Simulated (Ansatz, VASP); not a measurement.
# Two plane-wave programs on H

```
H
1.0
     2.04152    0.00000    0.00000
    -1.02076    1.76800    0.00000
     0.00000    0.00000    3.27960
H
2
Direct
  0.33333 0.66667 0.25000
  0.66667 0.33333 0.75000
```

Change from the starting cell: functional lda, volume scaled by 1.04, PAW files.

Alike in both runs: task electric field gradients; functional LDA; k mesh 13 × 13 × 7; occupations fermi-dirac, width 0.03 eV; no spin polarisation.

```csv
,VASP,Ansatz
version,VASP 6.6.1,Ansatz 0.2.0
potentials or method,"VASP PAW LDA potentials, release 64 (H)","PAW with Ansatz's default frozen-core files, scalar-relativistic"
plane-wave cutoff (eV),400,420
valence electrons in the cell,2,2
```

Ansatz gave:

```
pressure (GPa)                                                : -25.3
traceless stress, the component that is largest in VASP (GPa) : -2.25
```

**Question.** Estimate VASP's values.

**Answer.** Pressure (GPa): -26.3; traceless stress, the component that is largest in VASP (GPa): -2.24.

LDA's correlation is that of Perdew and Zunger in VASP and of Perdew and Wang (1992) in Ansatz.
